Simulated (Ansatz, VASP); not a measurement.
## Two plane-wave programs on Te2As

```xyz
3
Lattice="4.0122 0.0000 0.0000 0.0000 4.0122 0.0000 0.0000 0.0000 5.9914" Properties=species:S:1:pos:R:3 pbc="T T T"
Te    2.0061    0.0000    4.8942
Te    0.0000    2.0061    1.0972
As    0.0000    0.0000    2.9957
```

Change from the starting cell: species swapped into the AgI2 type (P-4m2, No. 115).

Alike in both runs: functional PBE; k mesh 5 × 5 × 3; occupations gaussian, width 0.2 eV; no spin polarisation.

Ansatz relaxed the structure, and its values are those at the end. VASP's run is a single point on that final structure, the one shown.

|  | VASP | Ansatz |
| --- | --- | --- |
| version | VASP 6.6.1 | Ansatz 0.2.0 |
| potentials or method | VASP PAW PBE potentials, release 64 (Te, As), cutoff 500 eV | scalar-relativistic, plane waves, PAW |
| valence electrons in the cell | 17 | 47 |

```tsv
	VASP	Ansatz	Ansatz less VASP
gap on the k mesh at the Fermi level (eV)	none	none	-
pressure (GPa)	-0.4	-0.4	-0.03
rms of the force components (eV/Å)	0.034	0.027	-0.0065
```

A gap of «none» marks a metal or a gap that the smearing closes. VASP's potentials hold 17 valence electrons a cell and Ansatz's 47, so a difference there can come from the potentials and not from the codes.

Spin-orbit coupling is off throughout.
